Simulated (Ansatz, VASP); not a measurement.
B3Pt: VASP beside Ansatz

```
B Pt
1.0
     2.91310    0.00000    0.00000
    -1.45655    2.52282    0.00000
     0.00000    0.00000    4.69638
B Pt
3 1
Direct
  0.66667 0.33333 0.63692
  0.33333 0.66667 0.36308
  0.00000 0.00000 0.50000
  0.00000 0.00000 0.00000
```

Alike in both runs: functional PBE; k mesh 18 × 18 × 10; occupations gaussian, width 0.1 eV; no spin polarisation.

Ansatz relaxed the structure, and its values are those at the end. VASP's run is a single point on that final structure, the one shown.

|  | VASP | Ansatz |
| --- | --- | --- |
| version | VASP 6.6.1 | Ansatz 0.2.0 |
| potentials or method | VASP PAW PBE potentials, release 64 (B, Pt), cutoff 520 eV | scalar-relativistic, plane waves, PAW |
| valence electrons in the cell | 19 | 27 |

|  | VASP | Ansatz | Ansatz less VASP |
| --- | --- | --- | --- |
| gap on the k mesh at the Fermi level (eV) | none | none | - |
| pressure (GPa) | -0.1 | 0.0 | +0.11 |

A gap of «none» marks a metal or a gap that the smearing closes. VASP's potentials hold 19 valence electrons a cell and Ansatz's 27, so a difference there can come from the potentials and not from the codes.

Neither program's run includes spin-orbit coupling.
